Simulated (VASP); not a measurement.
Here is a VASP 6.6.1 calculation.

File INCAR:

```
PREC     = Accurate       # precision mode
ENCUT    = 520            # plane-wave cutoff, eV
EDIFF    = 1E-7           # SCF threshold, eV
ISMEAR   = -1             # smearing method
SIGMA    = 0.02           # smearing width, eV
LREAL    = F              # projectors in reciprocal space
LASPH    = T              # aspherical terms in the spheres
NELM     = 100            # most SCF steps
ALGO     = Normal         # electronic algorithm
ISIF     = 2              # what is computed and relaxed
LWAVE    = F              # write WAVECAR
LCHARG   = F              # write CHGCAR
NBANDS   = 14             # bands
```

KPOINTS

```
regular mesh
0
Gamma
  8 8 8
```

POSCAR

```
NaI
1.0
   -0.0647280000      3.2040360000      3.2040360000
    3.2040360000     -0.0647280000      3.2040360000
    3.2040360000      3.2040360000     -0.0647280000
Na I
1 1
Direct
    0.0000000000      0.0000000000      0.0000000000
    0.5000000000      0.5000000000      0.5000000000
```

Potentials or basis: VASP PAW LDA potentials, release 64 (Na_pv, I).

Command:

```bash
$ cat potpaw_LDA.64/Na_pv/POTCAR potpaw_LDA.64/I/POTCAR > POTCAR
$ mpirun -np 1 vasp_std > vasp.out
```

Predict the pressure.

-1.6 GPa.

Predict the band gap on the k mesh.

3.26 eV.

Stress tensor (GPa, compression positive):
```
-1.62  0.13  0.13
 0.13 -1.62  0.13
 0.13  0.13 -1.62
```

Caveat: the cell differs from its parent crystal (equal xy, yz and zx shear strains of -2 %); spin-orbit coupling is left out, which moves the levels of the heavy elements.
